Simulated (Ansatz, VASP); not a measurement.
# Fe in VASP and in Ansatz

```
CELL_PARAMETERS angstrom
2.23918 0.00000 0.00000
0.00000 2.23918 0.00000
0.00000 0.00000 2.23918
ATOMIC_POSITIONS crystal
Fe 0.00000 0.00000 0.00000
```

Alike in both runs: functional r2SCAN; k mesh 13 × 13 × 13; occupations fermi-dirac, width 0.1 eV; no spin polarisation.

Ansatz relaxed the structure, and its values are those at the end. VASP's run is a single point on that final structure, the one shown.

|  | VASP | Ansatz |
| --- | --- | --- |
| version | VASP 6.6.1 | Ansatz 0.2.0 |
| potentials or method | VASP PAW PBE potentials, release 64 (Fe), cutoff 520 eV | plane waves (500 eV) with PAW, scalar-relativistic |
| valence electrons in the cell | 8 | 16 |

VASP gave:

- pressure (GPa): 0.2

Problem. Which values does Ansatz return?

Solution. Pressure (GPa): 0.0.

VASP's potentials were made for PBE, not for r2SCAN. With one functional, cell and mesh, what is left measures potentials, basis and numerics. VASP's potentials hold 8 valence electrons a cell and Ansatz's 16, so a difference there can come from the potentials and not from the codes.
